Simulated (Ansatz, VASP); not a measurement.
# MgS in VASP and in Ansatz

```
Mg S
1.0
     0.00000    2.79695    2.79695
     2.79695    0.00000    2.79695
     2.79695    2.79695    0.00000
Mg S
1 1
Direct
  0.00000 0.00000 0.00000
  0.25000 0.25000 0.25000
```

Alike in both runs: task single point; functional LDA; k mesh 8 × 8 × 8; occupations gaussian, width 0.02 eV; no spin polarisation.

|  | VASP | Ansatz |
| --- | --- | --- |
| version | VASP 6.6.1 | Ansatz 0.2.0 |
| potentials or method | VASP PAW LDA potentials, release 64 (Mg, S), cutoff 600 eV | scalar-relativistic, plane waves, PAW |
| valence electrons in the cell | 8 | 16 |

|  | VASP | Ansatz | Ansatz less VASP |
| --- | --- | --- | --- |
| gap on the k mesh at the Fermi level (eV) | 3.38 | 3.36 | -0.012 |
| least direct gap on the mesh (eV) | 3.38 | 3.36 | -0.012 |
| pressure (GPa) | -0.3 | 0.0 | +0.32 |

Ansatz warns that its potentials were made for another functional, while VASP's fit it. LDA's correlation is that of Perdew and Zunger in VASP and of Perdew and Wang (1992) in Ansatz. VASP's potentials hold 8 valence electrons a cell and Ansatz's 16, so a difference there can come from the potentials and not from the codes.
